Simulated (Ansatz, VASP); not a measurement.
Nb: VASP beside Ansatz

The input INCAR:

```
  PREC = Accurate
  ENCUT = 520
  EDIFF = 1E-7
  ISMEAR = -1
  SIGMA = 0.1
  LREAL = F
  LASPH = T
  NELM = 60
  ALGO = Normal
  ISIF = 2
  LWAVE = F
  LCHARG = T
  GGA = RE
  LELF = T
  LVHAR = T
  NBANDS = 20
```

The input KPOINTS:

```
regular mesh
0
Gamma
  10 10 10
```

File POSCAR:

```
Nb
1.0
    0.0000000000      3.0160685630      3.0160685630
    3.0160685630      0.0000000000      3.0160685630
    3.0160685630      3.0160685630      0.0000000000
Nb
2
Direct
    0.1250000000      0.1250000000      0.1250000000
    0.8750000000      0.8750000000      0.8750000000
```

Input for Ansatz:

```yaml
crystal:
  lattice:
    - [0.0, 3.016068563, 3.016068563]
    - [3.016068563, 0.0, 3.016068563]
    - [3.016068563, 3.016068563, 0.0]
  atoms:
    - { symbol: Nb, position: [0.125, 0.125, 0.125] }
    - { symbol: Nb, position: [0.875, 0.875, 0.875] }
hamiltonian:
  xc: revpbe
  pseudopotentials:
    kind: paw
    azcp:
      Nb: "pseudopotentials/Nb.paw.azcp"
basis:
  ecutwfc: 420
  fft_grid_basis: typed
kpoints:
  mp_grid: { grid: [10, 10, 10], shift: [0, 0, 0] }
magnetization:
  spin_polarized: false
scf:
  occupations: { method: fermi_dirac, width: 0.1 }
  lower_state_search: "off"
output:
  stress: true
```

Alike in both runs: task single point; functional revPBE; k mesh 10 × 10 × 10; occupations fermi-dirac, width 0.1 eV; no spin polarisation.

```csv
,VASP,Ansatz
version,VASP 6.6.1,Ansatz 0.2.0
potentials or method,"VASP PAW PBE potentials, release 64 (Nb_sv), cutoff 520 eV","plane waves (420 eV) with PAW, scalar-relativistic"
valence electrons in the cell,26,26
```

|  | VASP | Ansatz | Ansatz less VASP |
| --- | --- | --- | --- |
| pressure (GPa) | -2.3 | -2.3 | +0.04 |

VASP's potentials were made for PBE, not for revPBE.
